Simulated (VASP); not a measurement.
# C (R32) in VASP: further runs

C is run at these levels: PBE; tasks: single point.

All numbers are computed with VASP 6.6.1; they aren't measurements. Logs are shortened: lines on timing, memory, paths and dates and some standing lists are left out, and cuts for length are marked.

## (1) The cell of the first run

The structure is trigonal, space group R32 (No. 155). Conventional cell: a = 4.135 Å, b = 4.135 Å, c = 3.882 Å, α = 90.00°, β = 90.00°, γ = 120.00°. C (site symmetry 2) has 4 C at 1.54 to 1.55 Å within 2.1 Å.

## (2) Single point, PBE

The input, INCAR:

```
SYSTEM = C
PREC = Accurate
ENCUT = 520
EDIFF = 1E-7
ISMEAR = 0
SIGMA = 0.1
LREAL = .FALSE.
LASPH = .TRUE.
NELM = 100
ALGO = Normal
ISIF = 2
LWAVE = .FALSE.
LCHARG = .FALSE.
GGA = PE
NBANDS = 13
```

The input, KPOINTS:

```
regular mesh
0
G
  6 6 6
  0 0 0
```

The input, POSCAR:

```
C
1.0
    2.0673681888      1.1935955803      1.2939433503
   -2.0673681888      1.1935955803      1.2939433503
    0.0000000000     -2.3871911606      1.2939433503
C
3
Direct
    0.0000000000      0.7849345039      0.2150654961
    0.7849345039      0.2150654961      0.0000000000
    0.2150654961      0.0000000000      0.7849345039
```

Potentials or basis: VASP PAW PBE potentials, release 64 (C).

Command:

```
> cat potpaw_PBE.64/C/POTCAR > POTCAR
> mpirun -np 1 vasp_std > vasp.out
```

OUTCAR:

```text
SYSTEM = C
   PREC = Accurate
   ENCUT = 520
   EDIFF = 1E-7
   ISMEAR = 0
   LREAL = .FALSE.
   LASPH = .TRUE.
   NELM = 100
   ISIF = 2
   GGA = PE

 ion  position               nearest neighbor table
   1  0.000  0.785  0.215-   3 1.54   2 1.54   3 1.55   2 1.55
   2  0.785  0.215  0.000-   1 1.54   3 1.54   1 1.55   3 1.55
   3  0.215  0.000  0.785-   1 1.54   2 1.54   1 1.55   2 1.55

  LATTYP: Found a trigonal (rhomboedric) cell.
 ALAT       =     2.7153215337
 COS(alpha) =    -0.1593728525

  Lattice vectors:

 A1 = (   2.0673681888,   1.1935955803,   1.2939433503)
 A2 = (  -2.0673681888,   1.1935955803,   1.2939433503)
 A3 = (   0.0000000000,  -2.3871911606,   1.2939433503)

Analysis of symmetry for initial positions (statically):
=====================================================================
 Subroutine PRICEL returns:
 Original cell was already a primitive cell.

 Routine SETGRP: Setting up the symmetry group for a
 trigonal (rhombohedral) supercell.

 Subroutine GETGRP returns: Found  6 space group operations
 (whereof  6 operations were pure point group operations)
 out of a pool of 12 trial point group operations.

The static configuration has the point symmetry D_3 .

Analysis of symmetry for dynamics (positions and initial velocities):
=====================================================================
 Subroutine PRICEL returns:
 Original cell was already a primitive cell.

 Routine SETGRP: Setting up the symmetry group for a
 trigonal (rhombohedral) supercell.

 Subroutine GETGRP returns: Found  6 space group operations
 (whereof  6 operations were pure point group operations)
 out of a pool of 12 trial point group operations.

The dynamic configuration has the point symmetry D_3 .

 Subroutine INISYM returns: Found  6 space group operations
 (whereof  6 operations are pure point group operations),
 and found     1 'primitive' translations

----------------------------------------------------------------------------------------

                                     Primitive cell

  volume of cell :      19.1576

  direct lattice vectors                    reciprocal lattice vectors
     2.067368189  1.193595580  1.293943350     0.241853388  0.139634118  0.257610454
    -2.067368189  1.193595580  1.293943350    -0.241853388  0.139634118  0.257610454
     0.000000000 -2.387191161  1.293943350     0.000000000 -0.279268237  0.257610454

[... 95 lines left out ...]
   PSTRESS=    0.0 pullay stress
   NELECT =      12.0000    total number of electrons
   NUPDOWN=      -1.0000    fix difference up-down
   EMIN   =  10.00;   EMAX   =-10.00  energy-range for DOS
   EFERMI =   0.00;   METHOD = LEGACY
   ISMEAR =     0;   SIGMA  =   0.10  broadening in eV -4-tet -1-fermi 0-gaus
   EFERMI_NEDOS =   21; number of points for ismear=-14 and -15
   IALGO  =     38    algorithm
   IMIX   =      4    mixing-type and parameters
     AMIX     =   0.40;   BMIX     =  1.00
     AMIX_MAG =   1.60;   BMIX_MAG =  1.00
  volume/ion in A,a.u.               =       6.39        43.09
  Fermi-wavevector in a.u.,A,eV,Ry     =   1.400731  2.646998 26.695274  1.962047
  Thomas-Fermi vector in A             =   2.523662
   LORBIT       =      0    0 simple, 1 ext, 2 COOP (PROOUT), +10 PAW based schemes
   GGA     = PE    functional components
   LHFCALC =     F    Hartree Fock is set to
   AEXX    =    0.0000 exact exchange contribution
   IVDW    =     0    specifies the selected vdW correction
   LEPSILON=     F    determine dielectric tensor
   LRPA    =     F    only Hartree local field effects (RPA)
 non-spin polarized calculation
 Gauss-broadening in eV      SIGMA  =   0.10
  energy-cutoff  :      520.00
  volume of cell :       19.16
 maximum number of plane-waves:       538
   NGX = 11   NGY = 11   NGZ = 11

 number of electron      12.0000001 magnetization

 Free energy of the ion-electron system (eV)
  ---------------------------------------------------
  ext. energy  EPLUGINS =         0.00000000
  ---------------------------------------------------
  free energy    TOTEN  =       -24.40120782 eV

  energy without entropy =      -24.40041070  energy(sigma->0) =      -24.40080926

 E-fermi :   9.3571     XC(G=0): -12.5108

 val. band max:        8.9971297763   @ k =   0.3333   0.1667   0.1667
 cond. band min:       9.3749912152   @ k =   0.1667   0.1667   0.1667
 fundamental gap:      0.3778614389
 Fermi energy:         9.3571115811

 k-point     1 :       0.0000    0.0000    0.0000
  band No.  band energies     occupation
      1     -12.9008      2.00000
      2       1.0904      2.00000
      3       1.5471      2.00000
      4       1.5471      2.00000
      5       5.1225      2.00000
      6       5.1225      2.00000
      7       8.0685      2.00000
      8      16.8319      0.00000
      9      16.8319      0.00000
     10      19.8462      0.00000
     11      19.8462      0.00000
     12      21.4938      0.00000
     13      23.7319      0.00000
[... 354 lines left out ...]
  band No.  band energies     occupation
      1      -8.9197      2.00000
      2      -5.0485      2.00000
      3      -2.2337      2.00000
      4       1.2683      2.00000
      5       3.7587      2.00000
      6       5.7204      2.00000
      7      12.7425      0.00000
      8      14.9232      0.00000
      9      17.6274      0.00000
     10      19.5461      0.00000
     11      21.1277      0.00000
     12      24.0461      0.00000
     13      25.5035      0.00000

 [... further k-points ...]

------------------------ aborting loop because EDIFF is reached ----------------------------------------

  FORCE on cell =-STRESS in cart. coord.  units (eV):
  Direction    XX          YY          ZZ          XY          YZ          ZX
  --------------------------------------------------------------------------------------
  -------------------------------------------------------------------------------------
  Total        0.0705065      0.0705065      0.1296584      0.0000000      0.0000000      0.0000000
  in kB        5.8965516      5.8965516     10.8435040      0.0000000      0.0000000      0.0000000
  external PRESSURE =       7.5455357 kB  Pullay stress =       0.0000000 kB

 VOLUME and BASIS-vectors are now :
 -----------------------------------------------------------------------------
  energy-cutoff  :      520.00
  volume of cell :       19.16
      direct lattice vectors                 reciprocal lattice vectors
     2.067368189  1.193595580  1.293943350     0.241853388  0.139634118  0.257610454
    -2.067368189  1.193595580  1.293943350    -0.241853388  0.139634118  0.257610454
     0.000000000 -2.387191161  1.293943350     0.000000000 -0.279268237  0.257610454

 POSITION                                       TOTAL-FORCE (eV/Angst)
 -----------------------------------------------------------------------------------
     -1.62275      0.42349      1.29394         0.024436     -0.042324     -0.000000
      1.17813      1.19360      1.29394        -0.048871      0.000000      0.000000
      0.44462     -1.61709      1.29394         0.024436      0.042324     -0.000000
 -----------------------------------------------------------------------------------
    total drift:                                0.000000     -0.000000      0.000000

  FREE ENERGIE OF THE ION-ELECTRON SYSTEM (eV)
  ---------------------------------------------------
  free  energy   TOTEN  =       -24.4012078241 eV

  energy  without entropy=      -24.4004107021  energy(sigma->0) =      -24.40080926
```

stdout:

```text
POSCAR found type information on POSCAR C
 POSCAR found :  1 types and       3 ions
 scaLAPACK will be used
 LDA part: xc-table for (Slater+PW92), standard interpolation
 POSCAR, INCAR and KPOINTS ok, starting setup
 FFT: planning ... GRIDC
 FFT: planning ... GRID_SOFT
 FFT: planning ... GRID
 WAVECAR not read
 entering main loop
```

Wall time 6.6 s (1 thread of Intel Xeon 8259CL, shared host); peak memory 0.12 GiB.

Results:

```yaml
Free_energy: -24.4012 eV
Pressure: 0.8 GPa
Largest_force: 0.049 eV/Å
Band_gap_on_the_k_mesh: zero (bands 6 and 7 overlap by 1.31 eV)
```

Forces in eV/Å, atoms in the order of the input:
```
C    0.024 -0.042  0.000
C   -0.049  0.000  0.000
C    0.024  0.042  0.000
```

Stress tensor (GPa, compression positive):
```
0.59 0.00 0.00
0.00 0.59 0.00
0.00 0.00 1.08
```

Levels at points of the mesh, in eV from the Fermi level:
| k point | band 2 | band 3 | band 4 | band 5 | band 6 | band 7 | band 8 | band 9 | band 10 | band 11 |
| --- | --- | --- | --- | --- | --- | --- | --- | --- | --- | --- |
| (0.00, 0.00, 0.00) | -8.27 | -7.81 | -7.81 | -4.23 | -4.23 | -1.29 | 7.47 | 7.47 | 10.49 | 10.49 |
| (0.50, 0.00, 0.00) | -15.69 | -8.48 | -6.81 | -2.77 | -2.47 | 1.44 | 6.46 | 7.43 | 7.71 | 11.98 |
| (0.50, 0.50, 0.00) | -14.94 | -12.08 | -7.95 | -6.34 | -2.82 | 3.78 | 6.28 | 8.16 | 11.22 | 12.08 |
| (0.50, 0.50, 0.50) | -12.95 | -12.95 | -9.52 | -7.34 | -7.34 | 1.32 | 3.36 | 14.24 | 14.24 | 15.10 |

Caveat: the k points lie up to 0.40 Å⁻¹ apart, too coarse for converged energies and pressures of a metal.

[end of part 1 of 2]
